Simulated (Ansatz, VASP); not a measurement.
## BeC3 in VASP and in Ansatz

```
CELL_PARAMETERS angstrom
2.71368 1.56675 1.94717
-2.71368 1.56675 1.94717
0.00000 -3.13349 1.94717
ATOMIC_POSITIONS crystal
Be 0.00000 0.00000 0.00000
C 0.50000 0.50000 0.50000
C 0.72087 0.72087 0.72087
C 0.27913 0.27913 0.27913
```

Alike in both runs: functional PBE; k mesh 12 × 12 × 12; occupations gaussian, width 0.1 eV; no spin polarisation.

Ansatz relaxed the structure, and its values are those at the end. VASP's run is a single point on that final structure, the one shown.

```csv
,VASP,Ansatz
version,VASP 6.6.1,Ansatz 0.2.0
potentials or method,"VASP PAW PBE potentials, release 64 (Be, C), cutoff 520 eV","scalar-relativistic, plane waves, PAW"
valence electrons in the cell,14,14
```

```csv
,VASP,Ansatz,Ansatz less VASP
gap on the k mesh at the Fermi level (eV),none,none,-
pressure (GPa),0.0,0.0,+0.02
rms of the force components (eV/Å),0.019,0.001,-0.0183
```

A gap of «none» marks a metal or a gap that the smearing closes.
